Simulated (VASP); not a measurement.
# RbBr (P4/mmm) in VASP: notebook, part 2 of 2

VASP 6.6.1. The steps go on from the part before.

**4. Single point, PBEsol**

This run uses another cell than the first one, of 32.82 Å³/atom, 1.056 times its volume.

INCAR reads:

```
PREC     = Accurate       # precision mode
ENCUT    = 520            # plane-wave cutoff, eV
EDIFF    = 1E-6           # SCF threshold, eV
ISMEAR   = 0              # smearing method
SIGMA    = 0.05           # smearing width, eV
LREAL    = False          # projectors in reciprocal space
LASPH    = True           # aspherical terms in the spheres
NELM     = 80             # most SCF steps
ALGO     = Normal         # electronic algorithm
ISIF     = 2              # what is computed and relaxed
LWAVE    = False          # write WAVECAR
LCHARG   = True           # write CHGCAR
GGA      = PS             # functional
LELF     = True           # ELF
LVHAR    = True         
NBANDS   = 15             # bands
```

KPOINTS reads:

```
regular mesh
0
Gamma
  6 6 6
```

POSCAR reads:

```
RbBr
1.0
    4.0160356082      0.0000000000      0.0000000000
    0.0000000000      4.0160356082      0.0000000000
    0.0000000000      0.0000000000      4.0701688540
Rb Br
1 1
Direct
    0.0000000000      0.0000000000      0.0000000000
    0.5000000000      0.5000000000      0.5000000000
```

Potentials or basis: VASP PAW PBE potentials, release 64 (Rb_sv, Br).

Started as:

```console
> cat potpaw_PBE.64/Rb_sv/POTCAR potpaw_PBE.64/Br/POTCAR > POTCAR
> mpirun -np 1 vasp_std > vasp.out
```

OUTCAR:

```text
PREC = Accurate
   ENCUT = 520
   EDIFF = 1E-6
   ISMEAR = 0
   LREAL = False
   LASPH = True
   NELM = 80
   ISIF = 2
   GGA = PS

 ion  position               nearest neighbor table
   1  0.000  0.000  0.000-   2 3.49   2 3.49   2 3.49   2 3.49   2 3.49   2 3.49   2 3.49   2 3.49

   2  0.500  0.500  0.500-   1 3.49   1 3.49   1 3.49   1 3.49   1 3.49   1 3.49   1 3.49   1 3.49

  LATTYP: Found a simple tetragonal cell.
 ALAT       =     4.0160356082
 C/A-ratio  =     1.0134792744

  Lattice vectors:

 A1 = (   4.0160356082,   0.0000000000,   0.0000000000)
 A2 = (   0.0000000000,   4.0160356082,   0.0000000000)
 A3 = (   0.0000000000,   0.0000000000,   4.0701688540)

Analysis of symmetry for initial positions (statically):
=====================================================================
 Subroutine PRICEL returns:
 Original cell was already a primitive cell.

 Routine SETGRP: Setting up the symmetry group for a
 simple tetragonal supercell.

 Subroutine GETGRP returns: Found 16 space group operations
 (whereof 16 operations were pure point group operations)
 out of a pool of 16 trial point group operations.

The static configuration has the point symmetry D_4h.

Analysis of symmetry for dynamics (positions and initial velocities):
=====================================================================
 Subroutine PRICEL returns:
 Original cell was already a primitive cell.

 Routine SETGRP: Setting up the symmetry group for a
 simple tetragonal supercell.

 Subroutine GETGRP returns: Found 16 space group operations
 (whereof 16 operations were pure point group operations)
 out of a pool of 16 trial point group operations.

The dynamic configuration has the point symmetry D_4h.

 Subroutine INISYM returns: Found 16 space group operations
 (whereof 16 operations are pure point group operations),
 and found     1 'primitive' translations

----------------------------------------------------------------------------------------

                                     Primitive cell

  volume of cell :      65.6459

  direct lattice vectors                    reciprocal lattice vectors
     4.016035608  0.000000000  0.000000000     0.249001776  0.000000000  0.000000000
     0.000000000  4.016035608  0.000000000     0.000000000  0.249001776  0.000000000
     0.000000000  0.000000000  4.070168854     0.000000000  0.000000000  0.245690053

  length of vectors
     4.016035608  4.016035608  4.070168854     0.249001776  0.249001776  0.245690053

  position of ions in fractional coordinates (direct lattice)
     0.000000000  0.000000000  0.000000000
     0.500000000  0.500000000  0.500000000

  ion indices of the primitive-cell ions
   primitive index   ion index
                 1           1
                 2           2

----------------------------------------------------------------------------------------

 KPOINTS: regular mesh

Automatic generation of k-mesh.
 Grid dimensions read from file:
 generate k-points for:    6    6    6

 Generating k-lattice:

  Cartesian coordinates                     Fractional coordinates (reciprocal lattice)
     0.041500296  0.000000000  0.000000000     0.166666667  0.000000000  0.000000000
     0.000000000  0.041500296  0.000000000     0.000000000  0.166666667  0.000000000
     0.000000000  0.000000000  0.040948342     0.000000000  0.000000000  0.166666667

  Length of vectors
     0.041500296  0.041500296  0.040948342

  Shift w.r.t. Gamma in fractional coordinates (k-lattice)
     0.000000000  0.000000000  0.000000000

 Subroutine IBZKPT returns following result:
 ===========================================

 Found     40 irreducible k-points:

 Following reciprocal coordinates:
            Coordinates               Weight
  0.000000  0.000000  0.000000      1.000000
  0.166667  0.000000  0.000000      4.000000
  0.333333  0.000000  0.000000      4.000000
  0.500000  0.000000  0.000000      2.000000
  0.166667  0.166667  0.000000      4.000000
  0.333333  0.166667  0.000000      8.000000
[... 16 lines left out ...]
  0.333333  0.000000  0.333333      8.000000
  0.500000  0.000000  0.333333      4.000000
 [... further k-points ...]
   k-points           NKPTS =     40   k-points in BZ     NKDIM =     40   number of bands    NBANDS=     15
   number of dos      NEDOS =    301   number of ions     NIONS =      2
   total plane-waves  NPLWV =  27000
   dimension x,y,z NGX =    30 NGY =   30 NGZ =   30
   dimension x,y,z NGXF=    60 NGYF=   60 NGZF=   60
   ions per type =               1   1
   NGX,Y,Z   is equivalent  to a cutoff of  12.42, 12.42, 12.25 a.u.
   NGXF,Y,Z  is equivalent  to a cutoff of  24.84, 24.84, 24.51 a.u.
 SYSTEM =  unknown system
   PREC   = accura    normal or accurate (medium, high low for compatibility)
   ISTART =      0    job   : 0-new  1-cont  2-samecut
   ICHARG =      2    charge: 1-file 2-atom 10-const
   ISPIN  =      1    spin polarized calculation?
   LNONCOLLINEAR =      F non collinear calculations
   LSORBIT =      F    spin-orbit coupling
   LASPH  =      T    aspherical Exc in radial PAW
   ENCUT  =  520.0 eV  38.22 Ry    6.18 a.u.   7.47  7.47  7.57*2*pi/ulx,y,z
   NELM   =     80;   NELMIN=  2; NELMDL= -5     # of ELM steps
   EDIFF  = 0.1E-05   stopping-criterion for ELM
   LREAL  =      F    real-space projection
   EDIFFG = 0.1E-04   stopping-criterion for IOM
   NSW    =      0    number of steps for IOM
   IBRION =     -1    ionic relax: 0-MD 1-quasi-New 2-CG
   NFREE  =      0    steps in history (QN), initial steepest desc. (CG)
   ISIF   =      2    stress and relaxation
   ISYM   =      2    0-nonsym 1-usesym 2-fastsym
   POTIM  = 0.5000    time-step for ionic-motion
   TEBEG  =    0.0;   TEEND  =   0.0 temperature during run
   PSTRESS=    0.0 pullay stress
   NELECT =      16.0000    total number of electrons
   NUPDOWN=      -1.0000    fix difference up-down
   EMIN   =  10.00;   EMAX   =-10.00  energy-range for DOS
   EFERMI =   0.00;   METHOD = LEGACY
   ISMEAR =     0;   SIGMA  =   0.05  broadening in eV -4-tet -1-fermi 0-gaus
   EFERMI_NEDOS =   21; number of points for ismear=-14 and -15
   IALGO  =     38    algorithm
   IMIX   =      4    mixing-type and parameters
     AMIX     =   0.40;   BMIX     =  1.00
     AMIX_MAG =   1.60;   BMIX_MAG =  1.00
  volume/ion in A,a.u.               =      32.82       221.50
  Fermi-wavevector in a.u.,A,eV,Ry     =   1.022615  1.932463 14.228186  1.045742
  Thomas-Fermi vector in A             =   2.156304
   LORBIT       =      0    0 simple, 1 ext, 2 COOP (PROOUT), +10 PAW based schemes
   GGA     = PS    functional components
   LHFCALC =     F    Hartree Fock is set to
   AEXX    =    0.0000 exact exchange contribution
   IVDW    =     0    specifies the selected vdW correction
   LEPSILON=     F    determine dielectric tensor
   LRPA    =     F    only Hartree local field effects (RPA)
 non-spin polarized calculation
 Gauss-broadening in eV      SIGMA  =   0.05
  energy-cutoff  :      520.00
  volume of cell :       65.65
 maximum number of plane-waves:      1795
 NGX is ok and might be reduce to    30
   NGX = 15   NGY = 15   NGZ = 15

 number of electron      15.9999996 magnetization

 Free energy of the ion-electron system (eV)
  ---------------------------------------------------
  ext. energy  EPLUGINS =         0.00000000
  ---------------------------------------------------
  free energy    TOTEN  =        -6.29644923 eV

  energy without entropy =       -6.29644923  energy(sigma->0) =       -6.29644923

 E-fermi :  -0.1992     XC(G=0):  -8.4201

 val. band max:       -0.4090583480   @ k =   0.5000   0.0000   0.5000
 cond. band min:       3.7013460893   @ k =   0.0000   0.0000   0.0000
 fundamental gap:      4.1104044373
 Fermi energy:        -0.1991556644

 k-point     1 :       0.0000    0.0000    0.0000
  band No.  band energies     occupation
      1     -25.3708      2.00000
      2     -13.1886      2.00000
      3      -9.3619      2.00000
      4      -9.3464      2.00000
      5      -9.3464      2.00000
      6      -0.6362      2.00000
      7      -0.5643      2.00000
      8      -0.5643      2.00000
      9       3.7013      0.00000
     10       4.9066      0.00000
     11       4.9600      0.00000
     12       9.6079      0.00000
     13       9.6079      0.00000
     14       9.7325      0.00000
[... 401 lines left out ...]
      2     -13.0246      2.00000
      3      -9.6929      2.00000
      4      -9.6245      2.00000
      5      -9.2523      2.00000
      6      -1.8028      2.00000
      7      -1.3891      2.00000
      8      -0.4771      2.00000
      9       5.2020      0.00000
     10       6.0139      0.00000
     11       7.9200      0.00000
     12       7.9306      0.00000
     13       8.9508      0.00000
     14      10.0336      0.00000
     15      11.4592      0.00000

 [... further k-points ...]
[... 5 lines left out ...]
  --------------------------------------------------------------------------------------
  -------------------------------------------------------------------------------------
  Total        0.2924356      0.2924356      0.1214193      0.0000000      0.0000000     -0.0000000
  in kB        7.1372892      7.1372892      2.9634039      0.0000000      0.0000000     -0.0000000
  external PRESSURE =       5.7459941 kB  Pullay stress =       0.0000000 kB

 VOLUME and BASIS-vectors are now :
 -----------------------------------------------------------------------------
  energy-cutoff  :      520.00
  volume of cell :       65.65
      direct lattice vectors                 reciprocal lattice vectors
     4.016035608  0.000000000  0.000000000     0.249001776  0.000000000  0.000000000
     0.000000000  4.016035608  0.000000000     0.000000000  0.249001776  0.000000000
     0.000000000  0.000000000  4.070168854     0.000000000  0.000000000  0.245690053

 POSITION                                       TOTAL-FORCE (eV/Angst)
 -----------------------------------------------------------------------------------
      0.00000      0.00000      0.00000         0.000000      0.000000      0.000000
      2.00802      2.00802      2.03508         0.000000      0.000000      0.000000
 -----------------------------------------------------------------------------------
    total drift:                                0.000000      0.000000     -0.000000

  FREE ENERGIE OF THE ION-ELECTRON SYSTEM (eV)
  ---------------------------------------------------
  free  energy   TOTEN  =        -6.2964492288 eV

  energy  without entropy=       -6.2964492288  energy(sigma->0) =       -6.29644923
```

Wall time 20 s (1 thread of Intel Xeon Platinum 8375C at 2.90GHz (Ice Lake), shared host); peak memory 0.18 GiB.

What came out:

```yaml
Free_energy: -6.2964 eV
Pressure: 0.6 GPa
Band_gap_on_the_k_mesh: 4.11 eV, indirect (least direct gap 4.27 eV)
```

Caveat: the PAW data sets were made with another functional, which shifts forces and pressure a little. A k mesh can miss the band edges.

**5. Single point, PBEsol**

This run uses another cell than the first one, of 34.62 Å³/atom, 1.114 times its volume.

INCAR reads:

```
SYSTEM = RbBr
PREC = Accurate
ENCUT = 520
EDIFF = 1E-6
ISMEAR = 0
SIGMA = 0.05
LREAL = .False.
LASPH = .True.
NELM = 100
ALGO = Normal
ISIF = 2
LWAVE = .False.
LCHARG = .True.
GGA = PS
LELF = .True.
LVHAR = .True.
NBANDS = 15
```

KPOINTS reads:

```
regular mesh
0
Gamma
  6 6 6
  0 0 0
```

POSCAR reads:

```
RbBr
1.0
    4.1243020998      0.0000000000      0.0000000000
    0.0000000000      4.1243020998      0.0000000000
    0.0000000000      0.0000000000      4.0701688540
Rb Br
1 1
Direct
    0.0000000000      0.0000000000      0.0000000000
    0.5000000000      0.5000000000      0.5000000000
```

Started as:

```console
> cat potpaw_PBE.64/Rb_sv/POTCAR potpaw_PBE.64/Br/POTCAR > POTCAR
> mpirun -np 1 vasp_std > vasp.out
```

It took 17 s on 1 thread of Intel Xeon Platinum 8375C at 2.90GHz (Ice Lake), shared host; peak memory 0.2 GiB.

The run converged. Its results:

```yaml
Free_energy: -6.2987 eV
Pressure: -0.4 GPa
Band_gap_on_the_k_mesh: 3.91 eV, indirect (least direct gap 4.06 eV)
```

Stress tensor (GPa, compression positive):
```
-0.49  0.00  0.00
 0.00 -0.49  0.00
 0.00  0.00 -0.09
```

Levels at points of the mesh, in eV from the valence-band top:
```csv
k point,band 5,band 6,band 7,band 8,band 9,band 10,band 11,band 12
"(0.00, 0.00, 0.00)",-9.03,-0.22,-0.22,-0.15,3.91,5.38,5.43,9.82
"(0.50, 0.00, 0.00)",-8.98,-1.84,-0.31,-0.23,6.74,6.95,7.55,8.54
"(0.50, 0.50, 0.00)",-8.95,-1.13,-1.13,0.00,5.12,6.13,7.95,7.95
"(0.00, 0.00, 0.50)",-8.99,-1.85,-0.30,-0.30,6.77,6.97,7.62,8.52
"(0.50, 0.00, 0.50)",-8.95,-1.15,-1.11,-0.06,5.15,6.03,7.80,7.84
"(0.50, 0.50, 0.50)",-9.27,-1.46,-1.43,-1.43,8.08,8.08,8.14,9.28
```

Caveat: the PAW data sets were made with another functional, which shifts forces and pressure a little. Expect the measured gap to be larger: semilocal functionals such as PBEsol lack the derivative discontinuity.

**6. Overview**

```tsv
cell	gap on the mesh (eV)	pressure (GPa)
a = 3.907, b = 3.907, c = 4.070 Å, 2 atoms	4.24	1.8
a = 3.961, b = 3.961, c = 4.070 Å, 2 atoms	4.18	1.2
a = 4.016, b = 4.016, c = 4.070 Å, 2 atoms	4.11	0.6
a = 4.124, b = 4.124, c = 4.070 Å, 2 atoms	3.91	-0.4
```

Alike in all rows: task single point; level PBEsol; potentials or basis VASP PAW PBE potentials, release 64 (Rb_sv, Br); no spin polarisation; k mesh 6 × 6 × 6; cutoff (eV) 520; smearing gaussian 0.05 eV.

Caveats: the PAW data sets were made with another functional, which shifts forces and pressure a little.

Total energies depend on the potentials used, so only differences within one code and one set of settings carry meaning.
